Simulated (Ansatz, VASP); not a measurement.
**KSiH in VASP and in Ansatz**

The input INCAR:

```
SYSTEM = KSiH
PREC = Accurate
ENCUT = 500
EDIFF = 1E-7
ISMEAR = 0
SIGMA = 0.1
LREAL = .False.
LASPH = .True.
NELM = 120
ALGO = Normal
ISIF = 3
LWAVE = .False.
LCHARG = .False.
GGA = PE
IBRION = 2
NSW = 100
EDIFFG = -0.01
GGA_COMPAT = .False.
NELMIN = 4
```

KPOINTS

```
regular mesh
0
Gamma
  14 14 8
  0 0 0
```

File POSCAR:

```
KSiH
1.0
    3.1298668296      0.0000000000      0.0000000000
    0.0000000000      3.1298668296      0.0000000000
    0.0000000000      0.0000000000      5.4432782622
K Si H
1 1 1
Direct
    0.5000000000      0.5000000000      0.0000000000
    0.0000000000      0.0000000000      0.5000000000
    0.5000000000      0.5000000000      0.5000000000
```

Input for Ansatz:

```yaml
crystal:
  lattice:
    - [3.1298668296, 0.0, 0.0]
    - [0.0, 3.1298668296, 0.0]
    - [0.0, 0.0, 5.4432782622]
  atoms:
    - { symbol: K, position: [0.5, 0.5, 0.0] }
    - { symbol: Si, position: [0.0, 0.0, 0.5] }
    - { symbol: H, position: [0.5, 0.5, 0.5] }
basis:
  ecutwfc: 420
kpoints:
  mp_grid: { grid: [14, 14, 8] }
hamiltonian:
  xc: pbe
scf:
  occupations: { method: gaussian, width: 0.1 }
output:
  forces: true
  stress: true
  eigenvalues: true
  write_density: true
  write_potential: true
  elf: true
  volumetric_format: npy
relax:
  adjacent_minimum: "off"
  f_tol: 0.01
  max_steps: 80
  cell: { stress_tol: 0.05 }
```

Alike in both runs: task relaxation of cell and atoms; functional PBE; k mesh 14 × 14 × 8; occupations gaussian, width 0.1 eV; no spin polarisation.

```csv
,VASP,Ansatz
version,VASP 6.6.1,Ansatz 0.2.0
potentials or method,"VASP PAW PBE potentials, release 64 (K_sv, Si, H), cutoff 500 eV","scalar-relativistic, plane waves, PAW"
valence electrons in the cell,14,14
```

VASP gave:

- gap on the k mesh at the Fermi level, each at its own relaxed structure (eV): none
- relaxed volume (Å³/atom): 17.42
- relaxed cell length with the largest relative difference (Å): 3.092

What did Ansatz give for the same quantities?

gap on the k mesh at the Fermi level, each at its own relaxed structure (eV): none; relaxed volume (Å³/atom): 17.38; relaxed cell length with the largest relative difference (Å): 3.088.

A gap of «none» marks a metal or a gap that the smearing closes.
